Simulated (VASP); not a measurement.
Input of a VASP 6.6.1 run:

The input INCAR:

```
PREC = Accurate
ENCUT = 600
EDIFF = 1E-7
ISMEAR = 0
SIGMA = 0.1
LREAL = F
LASPH = T
NELM = 60
ALGO = Normal
ISIF = 3
LWAVE = F
LCHARG = F
GGA = PE
IBRION = 2
NSW = 90
EDIFFG = -0.04
```

Contents of KPOINTS:

```
regular mesh
0
Gamma
  6 6 6
```

The input POSCAR:

```
Li2B
1.0
    0.0000000000      2.6395384200      2.6395384200
    2.6395384200      0.0000000000      2.6395384200
    2.6395384200      2.6395384200      0.0000000000
Li B
2 1
Direct
    0.2500000000      0.2500000000      0.2500000000
    0.7500000000      0.7500000000      0.7500000000
    0.0000000000      0.0000000000      0.0000000000
```

Potentials or basis: VASP PAW PBE potentials, release 64 (Li_sv, B).

The run is started by

```sh
$ cat potpaw_PBE.64/Li_sv/POTCAR potpaw_PBE.64/B/POTCAR > POTCAR
$ mpirun -np 1 vasp_std > vasp.out
```

Problem. Predict the relaxed volume.

Solution. 13.71 Å³/atom.

Problem. Predict the space group after relaxing (to 0.05 Å).

Solution. Fm-3m (No. 225).

Problem. Estimate the relaxed cell.

Solution. a = 3.875 Å, b = 3.875 Å, c = 3.875 Å, α = 60.00°, β = 60.00°, γ = 60.00°.

Final structure:
```xyz
3
Lattice="0.0000 2.7399 2.7399 2.7399 0.0000 2.7399 2.7399 2.7399 0.0000" Properties=species:S:1:pos:R:3 pbc="T T T"
Li    1.3699    1.3699    1.3699
Li    4.1098    4.1098    4.1098
B     0.0000    0.0000    0.0000
```

Caveat: the cutoff is under 1.25 times the usual one of these potentials, so pressure, stress and relaxed cells hold a basis-set (Pulay) error.
